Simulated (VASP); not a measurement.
# Ge (Fd-3m) in VASP: further runs

Ge is run at these levels: PBEsol; tasks: single point.

Program: VASP 6.6.1. These are calculated values, not measurements. Logs are shortened: lines on timing, memory, paths and dates and some standing lists are left out, and cuts for length are marked.

## (1) The cell of the first run

Symmetry: Fd-3m, No. 227, cubic system. Conventional cell: a = 4.349 Å, b = 4.349 Å, c = 4.349 Å, α = 90.00°, β = 90.00°, γ = 90.00°. Ge (site symmetry -43m) has 4 Ge at 1.88 Å within 2.5 Å.

## (2) Single point, PBEsol (volume scaled by 0.45)

File INCAR:

```
PREC = Accurate ; ENCUT = 520
EDIFF = 1E-6 ; ISMEAR = -1
SIGMA = 0.05 ; LREAL = False
LASPH = True ; NELM = 60
ALGO = Normal ; ISIF = 2
LWAVE = False ; LCHARG = False
GGA = PS ; NBANDS = 21
```

File KPOINTS:

```
regular mesh
0
Gamma
  13 13 13
```

File POSCAR:

```
Ge
1.0
    0.0000000000      2.1747487110      2.1747487110
    2.1747487110      0.0000000000      2.1747487110
    2.1747487110      2.1747487110      0.0000000000
Ge
2
Direct
   -0.1250000000     -0.1250000000     -0.1250000000
    0.1250000000      0.1250000000      0.1250000000
```

Potentials or basis: VASP PAW PBE potentials, release 64 (Ge_d).

Run with:

```sh
$ cat potpaw_PBE.64/Ge_d/POTCAR > POTCAR
$ mpirun -np 1 vasp_std > vasp.out
```

OUTCAR:

```text
PREC = Accurate
   ENCUT = 520
   EDIFF = 1E-6
   ISMEAR = -1
   LREAL = False
   LASPH = True
   NELM = 60
   ISIF = 2
   GGA = PS

 ion  position               nearest neighbor table
   1  0.875  0.875  0.875-   2 1.88   2 1.88   2 1.88   2 1.88
   2  0.125  0.125  0.125-   1 1.88   1 1.88   1 1.88   1 1.88

  LATTYP: Found a face centered cubic cell.
 ALAT       =     4.3494974220

  Lattice vectors:

 A1 = (   0.0000000000,   2.1747487110,   2.1747487110)
 A2 = (   2.1747487110,   0.0000000000,   2.1747487110)
 A3 = (   2.1747487110,   2.1747487110,   0.0000000000)

Analysis of symmetry for initial positions (statically):
=====================================================================
 Subroutine PRICEL returns:
 Original cell was already a primitive cell.

 Routine SETGRP: Setting up the symmetry group for a
 face centered cubic supercell.

 Subroutine GETGRP returns: Found 48 space group operations
 (whereof 12 operations were pure point group operations)
 out of a pool of 48 trial point group operations.

The static configuration has the point symmetry D_3d.
 The point group associated with its full space group is O_h .

Analysis of symmetry for dynamics (positions and initial velocities):
=====================================================================
 Subroutine PRICEL returns:
 Original cell was already a primitive cell.

 Routine SETGRP: Setting up the symmetry group for a
 face centered cubic supercell.

 Subroutine GETGRP returns: Found 48 space group operations
 (whereof 12 operations were pure point group operations)
 out of a pool of 48 trial point group operations.

The dynamic configuration has the point symmetry D_3d.
 The point group associated with its full space group is O_h .

 Subroutine INISYM returns: Found 48 space group operations
 (whereof 12 operations are pure point group operations),
 and found     1 'primitive' translations

----------------------------------------------------------------------------------------

                                     Primitive cell

  volume of cell :      20.5711

  direct lattice vectors                    reciprocal lattice vectors
     0.000000000  2.174748711  2.174748711    -0.229911620  0.229911620  0.229911620
     2.174748711  0.000000000  2.174748711     0.229911620 -0.229911620  0.229911620
[... 78 lines left out ...]
   ICHARG =      2    charge: 1-file 2-atom 10-const
   ISPIN  =      1    spin polarized calculation?
   LNONCOLLINEAR =      F non collinear calculations
   LSORBIT =      F    spin-orbit coupling
   LASPH  =      T    aspherical Exc in radial PAW
   ENCUT  =  520.0 eV  38.22 Ry    6.18 a.u.   5.72  5.72  5.72*2*pi/ulx,y,z
   NELM   =     60;   NELMIN=  2; NELMDL= -5     # of ELM steps
   EDIFF  = 0.1E-05   stopping-criterion for ELM
   LREAL  =      F    real-space projection
   EDIFFG = 0.1E-04   stopping-criterion for IOM
   NSW    =      0    number of steps for IOM
   IBRION =     -1    ionic relax: 0-MD 1-quasi-New 2-CG
   NFREE  =      0    steps in history (QN), initial steepest desc. (CG)
   ISIF   =      2    stress and relaxation
   ISYM   =      2    0-nonsym 1-usesym 2-fastsym
   POTIM  = 0.5000    time-step for ionic-motion
   TEBEG  =    0.0;   TEEND  =   0.0 temperature during run
   PSTRESS=    0.0 pullay stress
   NELECT =      28.0000    total number of electrons
   NUPDOWN=      -1.0000    fix difference up-down
   EMIN   =  10.00;   EMAX   =-10.00  energy-range for DOS
   EFERMI =   0.00;   METHOD = LEGACY
   ISMEAR =    -1;   SIGMA  =   0.05  broadening in eV -4-tet -1-fermi 0-gaus
   EFERMI_NEDOS =   21; number of points for ismear=-14 and -15
   IALGO  =     38    algorithm
   IMIX   =      4    mixing-type and parameters
     AMIX     =   0.40;   BMIX     =  1.00
     AMIX_MAG =   1.60;   BMIX_MAG =  1.00
  volume/ion in A,a.u.               =      10.29        69.41
  Fermi-wavevector in a.u.,A,eV,Ry     =   1.814297  3.428525 44.785948  3.291674
  Thomas-Fermi vector in A             =   2.872157
   LORBIT       =      0    0 simple, 1 ext, 2 COOP (PROOUT), +10 PAW based schemes
   GGA     = PS    functional components
   LHFCALC =     F    Hartree Fock is set to
   AEXX    =    0.0000 exact exchange contribution
   IVDW    =     0    specifies the selected vdW correction
   LEPSILON=     F    determine dielectric tensor
   LRPA    =     F    only Hartree local field effects (RPA)
 non-spin polarized calculation
  energy-cutoff  :      520.00
  volume of cell :       20.57
 maximum number of plane-waves:       564
   NGX = 11   NGY = 11   NGZ = 11

 number of electron      27.9999987 magnetization

 Free energy of the ion-electron system (eV)
  ---------------------------------------------------
  ext. energy  EPLUGINS =         0.00000000
  ---------------------------------------------------
  free energy    TOTEN  =         2.59788479 eV

  energy without entropy =        2.59980426  energy(sigma->0) =        2.59884452

 E-fermi :  15.8271     XC(G=0): -14.5428

 val. band max:       15.7847877642   @ k =   0.3077   0.3077   0.0000
 cond. band min:      15.8827496303   @ k =   0.1538   0.0769   0.0000
 fundamental gap:      0.0979618661
 Fermi energy:        15.8271239440

 k-point     1 :       0.0000    0.0000    0.0000
  band No.  band energies     occupation
      1     -11.9880      2.00000
      2     -11.9880      2.00000
      3     -11.9880      2.00000
      4     -11.8764      2.00000
      5     -11.8764      2.00000
      6     -10.6029      2.00000
[... 565 lines left out ...]
     20      32.9013      0.00000
     21      34.1960      0.00000

 [... further k-points ...]

------------------------ aborting loop because EDIFF is reached ----------------------------------------

  FORCE on cell =-STRESS in cart. coord.  units (eV):
  Direction    XX          YY          ZZ          XY          YZ          ZX
  --------------------------------------------------------------------------------------
  -------------------------------------------------------------------------------------
  Total       42.5389702     42.5389702     42.5389702     -0.0000000      0.0000000     -0.0000000
  in kB     3313.1440007   3313.1440007   3313.1440007     -0.0000000      0.0000000     -0.0000000
  external PRESSURE =    3313.1440007 kB  Pullay stress =       0.0000000 kB

 VOLUME and BASIS-vectors are now :
 -----------------------------------------------------------------------------
  energy-cutoff  :      520.00
  volume of cell :       20.57
      direct lattice vectors                 reciprocal lattice vectors
     0.000000000  2.174748711  2.174748711    -0.229911620  0.229911620  0.229911620
     2.174748711  0.000000000  2.174748711     0.229911620 -0.229911620  0.229911620
     2.174748711  2.174748711  0.000000000     0.229911620  0.229911620 -0.229911620

 POSITION                                       TOTAL-FORCE (eV/Angst)
 -----------------------------------------------------------------------------------
      3.80581      3.80581      3.80581        -0.000000      0.000000      0.000000
      0.54369      0.54369      0.54369         0.000000     -0.000000     -0.000000
 -----------------------------------------------------------------------------------
    total drift:                                0.000000      0.000000      0.000000

  FREE ENERGIE OF THE ION-ELECTRON SYSTEM (eV)
  ---------------------------------------------------
  free  energy   TOTEN  =         2.5978847882 eV

  energy  without entropy=        2.5998042579  energy(sigma->0) =        2.59884452
```

OSZICAR:

```text
N       E                     dE             d eps       ncg     rms          rms(c)
DAV:   1     0.163537075780E+03    0.16354E+03   -0.12843E+04  4515   0.429E+03
DAV:   2     0.176664503311E+02   -0.14587E+03   -0.14032E+03  3563   0.559E+02
DAV:   3     0.182851223546E+01   -0.15838E+02   -0.15747E+02  3818   0.123E+02
DAV:   4     0.153383937214E+01   -0.29467E+00   -0.29447E+00  4083   0.187E+01
DAV:   5     0.153080213175E+01   -0.30372E-02   -0.30372E-02  3871   0.192E+00    0.886E+00
DAV:   6     0.227264702375E+01    0.74184E+00   -0.19518E-01  4747   0.325E+00    0.492E+00
DAV:   7     0.259746684377E+01    0.32482E+00   -0.23508E-01  4550   0.313E+00    0.422E-01
DAV:   8     0.259790727113E+01    0.44043E-03   -0.16274E-02  4765   0.121E+00    0.200E-01
DAV:   9     0.259789261016E+01   -0.14661E-04   -0.89058E-04  4399   0.375E-01    0.421E-02
DAV:  10     0.259788122741E+01   -0.11383E-04   -0.19741E-05  4849   0.928E-02    0.773E-03
DAV:  11     0.259788422783E+01    0.30004E-05   -0.37883E-06  4025   0.339E-02    0.391E-03
DAV:  12     0.259788478820E+01    0.56037E-06   -0.35699E-07  2450   0.756E-03
   1 F= 0.25978848E+01 E0= 0.25988445E+01  d E =-.191947E-02
```

stdout:

```text
POSCAR found type information on POSCAR Ge
 POSCAR found :  1 types and       2 ions
 scaLAPACK will be used
 -----------------------------------------------------------------------------
|                                                                             |
|                                                                             |
|     You enforced a specific xc type in the INCAR file but a different       |
|     I HOPE YOU KNOW WHAT YOU ARE DOING!                                     |
|                                                                             |
 -----------------------------------------------------------------------------

 LDA part: xc-table for (Slater+PW92), standard interpolation
 POSCAR, INCAR and KPOINTS ok, starting setup
 FFT: planning ... GRIDC
 FFT: planning ... GRID_SOFT
 FFT: planning ... GRID
 WAVECAR not read
 entering main loop
```

Run time: 33 s. Hardware: 1 thread of AMD EPYC 7R43 (Zen 3), shared host; peak memory 0.11 GiB.

What came out:

| Quantity | Value |
| --- | --- |
| Free energy | 2.5979 eV |
| Pressure | 331.3 GPa |
| Band gap on the k mesh | zero (band 14 reaches 17.08 eV, above the bottom of band 15 at 15.30 eV) |

Caveat: the PAW data sets were made with another functional, which shifts forces and pressure a little.

## (3) Single point, PBEsol (volume scaled by 0.45)

File INCAR:

```
SYSTEM = Ge
PREC = Accurate
ENCUT = 520
EDIFF = 1E-7
ISMEAR = -1
SIGMA = 0.05
LREAL = .FALSE.
LASPH = .TRUE.
NELM = 60
ALGO = Normal
ISIF = 2
LWAVE = .FALSE.
LCHARG = .TRUE.
GGA = PS
LELF = .TRUE.
LVHAR = .TRUE.
NBANDS = 21
```

File KPOINTS:

```
regular mesh
0
G
  13 13 13
  0 0 0
```

POSCAR is that of step 2.

Potentials or basis: VASP PAW PBE potentials, release 64 (Ge_d).

Run with:

```sh
$ cat potpaw_PBE.64/Ge_d/POTCAR > POTCAR
$ mpirun -np 1 vasp_std > vasp.out
```

Wall time 37 s (1 thread of AMD EPYC 7R43 (Zen 3), shared host); peak memory 0.12 GiB.

It converged, with:

| Property | Result |
| --- | --- |
| Free energy | 2.5979 eV |
| Pressure | 331.4 GPa |
| Band gap on the k mesh | zero (band 14 reaches 17.08 eV, above the bottom of band 15 at 15.30 eV) |

Levels at points of the mesh, in eV from the Fermi level:
```tsv
k point	band 10	band 11	band 12	band 13	band 14	band 15	band 16	band 17	band 18	band 19
(0.00, 0.00, 0.00)	-26.08	-21.11	1.26	1.26	1.26	3.23	3.23	3.23	8.81	8.93
```

Caveat: the PAW data sets were made with another functional, which shifts forces and pressure a little.

## (4) Single point, PBEsol (volume scaled by 0.55)

File INCAR:

```
SYSTEM = Ge
ALGO = Normal ; EDIFF = 1E-7
ENCUT = 520 ; GGA = PS
ISIF = 2 ; ISMEAR = -1
LASPH = .True. ; LCHARG = .False.
LREAL = .False. ; LWAVE = .False.
NBANDS = 21 ; NELM = 60
PREC = Accurate ; SIGMA = 0.05
```

File KPOINTS:

```
k-points
0
Gamma
  13 13 13
  0 0 0
```

File POSCAR:

```
Ge
1.0
    0.0000000000      2.3251937165      2.3251937165
    2.3251937165      0.0000000000      2.3251937165
    2.3251937165      2.3251937165      0.0000000000
Ge
2
Direct
   -0.1250000000     -0.1250000000     -0.1250000000
    0.1250000000      0.1250000000      0.1250000000
```

Run with:

```sh
$ cat potpaw_PBE.64/Ge_d/POTCAR > POTCAR
$ mpirun -np 1 vasp_std > vasp.out
```

Run time: 35 s. Hardware: 1 thread of AMD EPYC 7R43 (Zen 3), shared host; peak memory 0.12 GiB.

The run converged. Its results:

```yaml
Free_energy: -4.0254 eV
Pressure: 157.1 GPa
Band_gap_on_the_k_mesh: zero (band 14 reaches 12.90 eV, above the bottom of band 15 at 11.98 eV)
```

Levels at points of the mesh, in eV from the Fermi level:
| k point | band 11 | band 12 | band 13 | band 14 | band 15 | band 16 | band 17 | band 18 |
| --- | --- | --- | --- | --- | --- | --- | --- | --- |
| (0.00, 0.00, 0.00) | -18.47 | 0.67 | 0.67 | 0.67 | 3.01 | 3.01 | 3.01 | 6.66 |

Caveat: the PAW data sets were made with another functional, which shifts forces and pressure a little.
